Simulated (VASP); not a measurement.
# WS2 in VASP: a series of runs

Runs on WS2. Level: r2SCAN. Tasks: single point.

Everything below comes from runs of VASP 6.6.1. Logs are shortened: lines on timing, memory, paths and dates and some standing lists are left out, and cuts for length are marked.

**1. The cell of the first run**

The cell holds a slab with vacuum, 6 atoms: a = 3.181 Å, b = 3.181 Å, c = 23.214 Å, α = 90.00°, β = 90.00°, γ = 120.00°.

**2. Single point, r2SCAN (strain -0.0200 x Voigt [0, 0, 1, 0, 0, 0])**

File POSCAR:

```
WS2
1.0
    3.1814117282      0.0000000000      0.0000000000
   -1.5907058641      2.7551833765      0.0000000000
    0.0000000000      0.0000000000     23.2143834205
W S
2 4
Direct
    0.3333333333      0.6666666667      0.6379434935
    0.6666666667      0.3333333333      0.3620565065
    0.3333333333      0.6666666667      0.2962425097
    0.6666666667      0.3333333333      0.5721038223
    0.3333333333      0.6666666667      0.4278961777
    0.6666666667      0.3333333333      0.7037574903
```

File INCAR.step1:

```
ALGO     = Normal         # electronic algorithm
EDIFF    = 1E-4           # SCF threshold, eV
ENCUT    = 520            # plane-wave cutoff, eV
GGA      = PE             # functional
ISMEAR   = 0              # smearing method
LASPH    = True           # aspherical terms in the spheres
LCHARG   = False          # write CHGCAR
LREAL    = False          # projectors in reciprocal space
LWAVE    = True           # write WAVECAR
NBANDS   = 35             # bands
NELM     = 60             # most SCF steps
PREC     = Accurate       # precision mode
SIGMA    = 0.05           # smearing width, eV
```

File INCAR.step2:

```
ALGO     = Normal         # electronic algorithm
EDIFF    = 1E-6           # SCF threshold, eV
ENCUT    = 520            # plane-wave cutoff, eV
ISIF     = 2              # what is computed and relaxed
ISMEAR   = 0              # smearing method
ISTART   = 1            
LASPH    = True           # aspherical terms in the spheres
LCHARG   = True           # write CHGCAR
LELF     = True           # ELF
LMIXTAU  = True         
LREAL    = False          # projectors in reciprocal space
LVHAR    = True         
LWAVE    = False          # write WAVECAR
METAGGA  = R2SCAN         # meta-GGA
NBANDS   = 35             # bands
NELM     = 60             # most SCF steps
PREC     = Accurate       # precision mode
SIGMA    = 0.05           # smearing width, eV
```

File KPOINTS:

```
k-points
0
Gamma
  12 12 2
```

Potentials or basis: VASP PAW PBE potentials, release 64 (W_sv, S).

The run is started by

```
$ cat potpaw_PBE.64/W_sv/POTCAR potpaw_PBE.64/S/POTCAR > POTCAR
$ cp INCAR.step1 INCAR
$ mpirun -np 1 vasp_std > vasp.out
$ cp INCAR.step2 INCAR
$ mpirun -np 1 vasp_std > vasp.out
```

OUTCAR:

```text
EDIFF = 1E-6
   ENCUT = 520
   ISIF = 2
   ISMEAR = 0
   ISTART = 1
   LASPH = True
   LREAL = False
   METAGGA = R2SCAN
   NELM = 60
   PREC = Accurate

 ion  position               nearest neighbor table
   1  0.333  0.667  0.638-   6 2.39   6 2.39   6 2.39   4 2.39   4 2.39   4 2.39
   2  0.667  0.333  0.362-   3 2.39   3 2.39   3 2.39   5 2.39   5 2.39   5 2.39
   3  0.333  0.667  0.296-   2 2.39   2 2.39   2 2.39
   4  0.667  0.333  0.572-   1 2.39   1 2.39   1 2.39
   5  0.333  0.667  0.428-   2 2.39   2 2.39   2 2.39
   6  0.667  0.333  0.704-   1 2.39   1 2.39   1 2.39

  LATTYP: Found a hexagonal cell.
 ALAT       =     3.1814117282
 C/A-ratio  =     7.2968811973

  Lattice vectors:

 A1 = (   3.1814117282,   0.0000000000,   0.0000000000)
 A2 = (  -1.5907058641,   2.7551833765,   0.0000000000)
 A3 = (   0.0000000000,   0.0000000000,  23.2143834205)

Analysis of symmetry for initial positions (statically):
=====================================================================
 Subroutine PRICEL returns:
 Original cell was already a primitive cell.

 Routine SETGRP: Setting up the symmetry group for a
 hexagonal supercell.

 Subroutine GETGRP returns: Found 12 space group operations
 (whereof 12 operations were pure point group operations)
 out of a pool of 24 trial point group operations.

The static configuration has the point symmetry D_3d.

Analysis of symmetry for dynamics (positions and initial velocities):
=====================================================================
 Subroutine PRICEL returns:
 Original cell was already a primitive cell.

 Routine SETGRP: Setting up the symmetry group for a
 hexagonal supercell.

 Subroutine GETGRP returns: Found 12 space group operations
 (whereof 12 operations were pure point group operations)
 out of a pool of 24 trial point group operations.

The dynamic configuration has the point symmetry D_3d.

 Subroutine INISYM returns: Found 12 space group operations
 (whereof 12 operations are pure point group operations),
 and found     1 'primitive' translations

----------------------------------------------------------------------------------------

[... 91 lines left out ...]
   PREC   = accura    normal or accurate (medium, high low for compatibility)
   ISTART =      1    job   : 0-new  1-cont  2-samecut
   ICHARG =      0    charge: 1-file 2-atom 10-const
   ISPIN  =      1    spin polarized calculation?
   LNONCOLLINEAR =      F non collinear calculations
   LSORBIT =      F    spin-orbit coupling
   LASPH  =      T    aspherical Exc in radial PAW
   ENCUT  =  520.0 eV  38.22 Ry    6.18 a.u.   5.92  5.92 43.16*2*pi/ulx,y,z
   NELM   =     60;   NELMIN=  2; NELMDL=  0     # of ELM steps
   EDIFF  = 0.1E-05   stopping-criterion for ELM
   LREAL  =      F    real-space projection
[... 7 lines left out ...]
   TEBEG  =    0.0;   TEEND  =   0.0 temperature during run
   PSTRESS=    0.0 pullay stress
   NELECT =      52.0000    total number of electrons
   NUPDOWN=      -1.0000    fix difference up-down
   EMIN   =  10.00;   EMAX   =-10.00  energy-range for DOS
   EFERMI =   0.00;   METHOD = LEGACY
   ISMEAR =     0;   SIGMA  =   0.05  broadening in eV -4-tet -1-fermi 0-gaus
   EFERMI_NEDOS =   21; number of points for ismear=-14 and -15
   IALGO  =     38    algorithm
   IMIX   =      4    mixing-type and parameters
     AMIX     =   0.40;   BMIX     =  1.00
     AMIX_MAG =   1.60;   BMIX_MAG =  1.00
  volume/ion in A,a.u.               =      33.91       228.86
  Fermi-wavevector in a.u.,A,eV,Ry     =   1.038883  1.963205 14.684476  1.079279
  Thomas-Fermi vector in A             =   2.173388
   LORBIT       =      0    0 simple, 1 ext, 2 COOP (PROOUT), +10 PAW based schemes
   METAGGA = R2SCAN    functional components
   LHFCALC =     F    Hartree Fock is set to
   AEXX    =    0.0000 exact exchange contribution
   IVDW    =     0    specifies the selected vdW correction
   LEPSILON=     F    determine dielectric tensor
   LRPA    =     F    only Hartree local field effects (RPA)
 non-spin polarized calculation
 Gauss-broadening in eV      SIGMA  =   0.05
  energy-cutoff  :      520.00
  volume of cell :      203.48
 maximum number of plane-waves:      5517
 NGX is ok and might be reduce to    24
   NGX = 11   NGY = 11   NGZ = 87

 number of electron      51.9999999 magnetization

 Free energy of the ion-electron system (eV)
  ---------------------------------------------------
  ext. energy  EPLUGINS =         0.00000000
  ---------------------------------------------------
  free energy    TOTEN  =      -140.07765018 eV

  energy without entropy =     -140.07765018  energy(sigma->0) =     -140.07765018

 E-fermi :   1.3600     XC(G=0):  -6.4393

 val. band max:        1.1368605923   @ k =   0.0000   0.0000   0.0000
 cond. band min:       2.4678518088   @ k =   0.3333   0.3333   0.5000
 fundamental gap:      1.3309912165
 Fermi energy:         1.3600052706

 k-point     1 :       0.0000    0.0000    0.0000
  band No.  band energies     occupation
      1     -75.2623      2.00000
      2     -75.2623      2.00000
      3     -38.8655      2.00000
      4     -38.8654      2.00000
      5     -38.7199      2.00000
      6     -38.7199      2.00000
[... 901 lines left out ...]
     34       5.5765      0.00000
     35       7.7913      0.00000

 [... further k-points ...]

------------------------ aborting loop because EDIFF is reached ----------------------------------------

  FORCE on cell =-STRESS in cart. coord.  units (eV):
  Direction    XX          YY          ZZ          XY          YZ          ZX
  --------------------------------------------------------------------------------------
  -------------------------------------------------------------------------------------
  Total        1.6387771      1.6387771      4.2828510     -0.0000000      0.0000000      0.0000000
  in kB       12.9033636     12.9033636     33.7222085     -0.0000000      0.0000000      0.0000000
  external PRESSURE =      19.8429786 kB  Pullay stress =       0.0000000 kB

 VOLUME and BASIS-vectors are now :
 -----------------------------------------------------------------------------
  energy-cutoff  :      520.00
  volume of cell :      203.48
      direct lattice vectors                 reciprocal lattice vectors
     3.181411728  0.000000000  0.000000000     0.314325867  0.181476124  0.000000000
    -1.590705864  2.755183376  0.000000000     0.000000000  0.362952248  0.000000000
     0.000000000  0.000000000 23.214383420     0.000000000  0.000000000  0.043076742

 POSITION                                       TOTAL-FORCE (eV/Angst)
 -----------------------------------------------------------------------------------
     -0.00000      1.83679     14.80946        -0.000000      0.000000      0.002722
      1.59071      0.91839      8.40492         0.000000     -0.000000     -0.002722
     -0.00000      1.83679      6.87709         0.000000      0.000000     -0.699023
      1.59071      0.91839     13.28104        -0.000000      0.000000     -0.685863
     -0.00000      1.83679      9.93335         0.000000      0.000000      0.685863
      1.59071      0.91839     16.33730         0.000000     -0.000000      0.699023
 -----------------------------------------------------------------------------------
    total drift:                               -0.000000      0.000000     -0.000000

  FREE ENERGIE OF THE ION-ELECTRON SYSTEM (eV)
  ---------------------------------------------------
  free  energy   TOTEN  =      -140.0776501829 eV

  energy  without entropy=     -140.0776501829  energy(sigma->0) =     -140.07765018
```

OSZICAR.step1:

```text
N       E                     dE             d eps       ncg     rms          rms(c)
DAV:   1     0.487180318011E+03    0.48718E+03   -0.27892E+04  3132   0.133E+03
DAV:   2    -0.153841618999E+02   -0.50256E+03   -0.48728E+03  3272   0.347E+02
DAV:   3    -0.488815110139E+02   -0.33497E+02   -0.33072E+02  3383   0.867E+01
DAV:   4    -0.499321262063E+02   -0.10506E+01   -0.10442E+01  3316   0.162E+01
DAV:   5    -0.499667400266E+02   -0.34614E-01   -0.34553E-01  3357   0.303E+00    0.392E+01
DAV:   6    -0.475757155799E+02    0.23910E+01   -0.83719E+00  3010   0.191E+01    0.168E+01
DAV:   7    -0.473654358603E+02    0.21028E+00   -0.22348E+00  2986   0.777E+00    0.650E+00
DAV:   8    -0.472545731208E+02    0.11086E+00   -0.33915E-01  3102   0.396E+00    0.187E+00
DAV:   9    -0.472552198317E+02   -0.64671E-03   -0.44319E-02  3315   0.108E+00    0.106E+00
DAV:  10    -0.472523391244E+02    0.28807E-02   -0.14141E-02  3264   0.744E-01    0.203E-01
DAV:  11    -0.472522300109E+02    0.10911E-03   -0.15279E-03  2843   0.215E-01    0.169E-01
DAV:  12    -0.472521681596E+02    0.61851E-04   -0.13727E-04  2106   0.869E-02
   1 F= -.47252168E+02 E0= -.47252168E+02  d E =-.367868E-15
```

Wall time 37 min (1 thread of Oxide Virtual Turin-like, shared host); peak memory 0.45 GiB.

What came out:

* Free energy: -140.0777 eV
* Largest force: 0.699 eV/Å
* Band gap on the k mesh: 1.33 eV (least direct gap 1.82 eV)

Forces in eV/Å, atoms in the order of the input:
```
W    0.000  0.000  0.003
W    0.000  0.000 -0.003
S    0.000  0.000 -0.699
S    0.000  0.000 -0.686
S    0.000  0.000  0.686
S    0.000  0.000  0.699
```

Levels at points of the mesh, in eV from the valence-band top:
| k point | band 24 | band 25 | band 26 | band 27 | band 28 | band 29 |
| --- | --- | --- | --- | --- | --- | --- |
| (0.00, 0.00, 0.00) | -2.19 | -0.52 | 0.00 | 2.61 | 2.61 | 2.62 |
| (0.50, 0.00, 0.00) | -1.98 | -1.48 | -1.43 | 2.49 | 2.51 | 2.98 |
| (0.00, 0.00, 0.50) | -2.19 | -0.52 | 0.00 | 2.61 | 2.61 | 2.62 |
| (0.50, 0.00, 0.50) | -1.98 | -1.48 | -1.43 | 2.49 | 2.51 | 2.98 |

Caveat: the cell differs from its parent crystal (strain -0.0200 x Voigt [0, 0, 1, 0, 0, 0]); there is no dipole correction, which matters where the two faces differ; the PAW data sets were made with another functional, which shifts forces and pressure a little; spin-orbit coupling is left out, which moves the levels of the heavy elements.

**3. Single point, r2SCAN (strain -0.0150 x Voigt [0, 0, 1, 0, 0, 0])**

Changes to POSCAR since step 2:

```diff
@@ -4,3 +4,3 @@
    -1.5907058641      2.7551833765      0.0000000000
-    0.0000000000      0.0000000000     23.2143834205
+    0.0000000000      0.0000000000     23.3328241523
 W S
```

File INCAR.step1:

```
PREC = Accurate
ENCUT = 520
ISMEAR = 0
SIGMA = 0.05
LREAL = False
LASPH = True
NELM = 100
NBANDS = 35
GGA = PE
ALGO = Normal
EDIFF = 1E-4
LWAVE = True
LCHARG = False
```

File INCAR.step2:

```
PREC = Accurate
ENCUT = 520
EDIFF = 1E-6
ISMEAR = 0
SIGMA = 0.05
LREAL = False
LASPH = True
NELM = 100
ALGO = Normal
ISIF = 2
LWAVE = False
LCHARG = False
METAGGA = R2SCAN
LMIXTAU = True
NBANDS = 35
ISTART = 1
```

File KPOINTS:

```
Automatic mesh
0
Gamma
  12 12 2
```

Potentials or basis: VASP PAW PBE potentials, release 64 (W_sv, S).

The run is started by

```
$ cat potpaw_PBE.64/W_sv/POTCAR potpaw_PBE.64/S/POTCAR > POTCAR
$ cp INCAR.step1 INCAR
$ mpirun -np 1 vasp_std > vasp.out
$ cp INCAR.step2 INCAR
$ mpirun -np 1 vasp_std > vasp.out
```

OUTCAR:

```text
PREC = Accurate
   ENCUT = 520
   EDIFF = 1E-6
   ISMEAR = 0
   LREAL = False
   LASPH = True
   NELM = 100
   ISIF = 2
   METAGGA = R2SCAN
   ISTART = 1

 ion  position               nearest neighbor table
   1  0.333  0.667  0.638-   6 2.39   6 2.39   6 2.39   4 2.39   4 2.39   4 2.39
   2  0.667  0.333  0.362-   3 2.39   3 2.39   3 2.39   5 2.39   5 2.39   5 2.39
   3  0.333  0.667  0.296-   2 2.39   2 2.39   2 2.39
   4  0.667  0.333  0.572-   1 2.39   1 2.39   1 2.39
   5  0.333  0.667  0.428-   2 2.39   2 2.39   2 2.39
   6  0.667  0.333  0.704-   1 2.39   1 2.39   1 2.39
[... 1120 lines left out ...]
  -------------------------------------------------------------------------------------
  Total        1.2507842      1.2507842      3.2154792      0.0000000     -0.0000000      0.0000000
  in kB        9.7984026      9.7984026     25.1894444      0.0000000     -0.0000000      0.0000000
  external PRESSURE =      14.9287499 kB  Pullay stress =       0.0000000 kB

 VOLUME and BASIS-vectors are now :
 -----------------------------------------------------------------------------
  energy-cutoff  :      520.00
  volume of cell :      204.52
      direct lattice vectors                 reciprocal lattice vectors
     3.181411728  0.000000000  0.000000000     0.314325867  0.181476124  0.000000000
    -1.590705864  2.755183376  0.000000000     0.000000000  0.362952248  0.000000000
     0.000000000  0.000000000 23.332824152     0.000000000  0.000000000  0.042858078

 POSITION                                       TOTAL-FORCE (eV/Angst)
 -----------------------------------------------------------------------------------
     -0.00000      1.83679     14.88502         0.000000      0.000000      0.002379
      1.59071      0.91839      8.44780        -0.000000     -0.000000     -0.002379
     -0.00000      1.83679      6.91217         0.000000      0.000000     -0.524381
      1.59071      0.91839     13.34880         0.000000     -0.000000     -0.514969
     -0.00000      1.83679      9.98403        -0.000000      0.000000      0.514969
      1.59071      0.91839     16.42065         0.000000      0.000000      0.524381
 -----------------------------------------------------------------------------------
    total drift:                               -0.000000      0.000000     -0.000000

  FREE ENERGIE OF THE ION-ELECTRON SYSTEM (eV)
  ---------------------------------------------------
  free  energy   TOTEN  =      -140.0969509075 eV

  energy  without entropy=     -140.0969509075  energy(sigma->0) =     -140.09695091
```

It took 36 min on 1 thread of Oxide Virtual Turin-like, shared host; peak memory 0.46 GiB.

What came out:

* Free energy: -140.0970 eV
* Largest force: 0.524 eV/Å
* Band gap on the k mesh: 1.40 eV (least direct gap 1.84 eV)

Forces in eV/Å, atoms in the order of the input:
```
W    0.000  0.000  0.002
W    0.000  0.000 -0.002
S    0.000  0.000 -0.524
S    0.000  0.000 -0.515
S    0.000  0.000  0.515
S    0.000  0.000  0.524
```

Levels at points of the mesh, in eV from the valence-band top:
| k point | band 24 | band 25 | band 26 | band 27 | band 28 | band 29 |
| --- | --- | --- | --- | --- | --- | --- |
| (0.00, 0.00, 0.00) | -2.18 | -0.51 | 0.00 | 2.65 | 2.65 | 2.65 |
| (0.50, 0.00, 0.00) | -1.92 | -1.44 | -1.39 | 2.54 | 2.56 | 3.02 |
| (0.00, 0.00, 0.50) | -2.18 | -0.51 | 0.00 | 2.65 | 2.65 | 2.65 |
| (0.50, 0.00, 0.50) | -1.92 | -1.44 | -1.39 | 2.54 | 2.56 | 3.02 |

Caveat: the cell differs from its parent crystal (strain -0.0150 x Voigt [0, 0, 1, 0, 0, 0]); there is no dipole correction, which matters where the two faces differ; the PAW data sets were made with another functional, which shifts forces and pressure a little; spin-orbit coupling is left out, which moves the levels of the heavy elements.
